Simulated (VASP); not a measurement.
Input of a VASP 6.6.1 run:

Contents of INCAR:

```
PREC = Accurate
ENCUT = 600
EDIFF = 1E-6
ISMEAR = 0
SIGMA = 0.1
LREAL = False
LASPH = True
NELM = 100
ALGO = Normal
ISIF = 3
LWAVE = False
LCHARG = False
GGA = PE
IBRION = 2
NSW = 100
EDIFFG = -0.01
```

Contents of KPOINTS:

```
regular mesh
0
Gamma
  8 8 8
```

POSCAR

```
CaYS6
1.0
    5.5615209114      0.0000000000      0.0000000000
    0.0000000000      5.5615209114      0.0000000000
    0.0000000000      0.0000000000      5.5615209114
Ca Y S
1 1 6
Direct
    0.0000000000      0.0000000000      0.0000000000
    0.5000000000      0.5000000000      0.5000000000
    0.0000000000      0.5000000000      0.5000000000
    0.5000000000      0.0000000000      0.5000000000
    0.5000000000      0.5000000000      0.0000000000
    0.5000000000      0.0000000000      0.0000000000
    0.0000000000      0.5000000000      0.0000000000
    0.0000000000      0.0000000000      0.5000000000
```

Potentials or basis: VASP PAW PBE potentials, release 64 (Ca_sv, Y_sv, S).

Run with:

```console
$ cat potpaw_PBE.64/Ca_sv/POTCAR potpaw_PBE.64/Y_sv/POTCAR potpaw_PBE.64/S/POTCAR > POTCAR
$ mpirun -np 1 vasp_std > vasp.out
```

**Question.** Predict the relaxed volume.

**Answer.** 21.22 Å³/atom.

**Question.** Estimate the relaxed cell.

**Answer.** a = 5.537 Å, b = 5.537 Å, c = 5.537 Å, α = 90.00°, β = 90.00°, γ = 90.00°.

The path:
| step | energy change (eV) | largest force (eV/Å) | pressure (GPa) | volume (Å³) |
| --- | --- | --- | --- | --- |
| 1 | 0.0000 | 0.0000 | -0.91 | 172.02 |
| 2 | -0.0059 | 0.0000 | 0.31 | 168.98 |
| 3 | -0.0066 | 0.0000 | 0.00 | 169.73 |
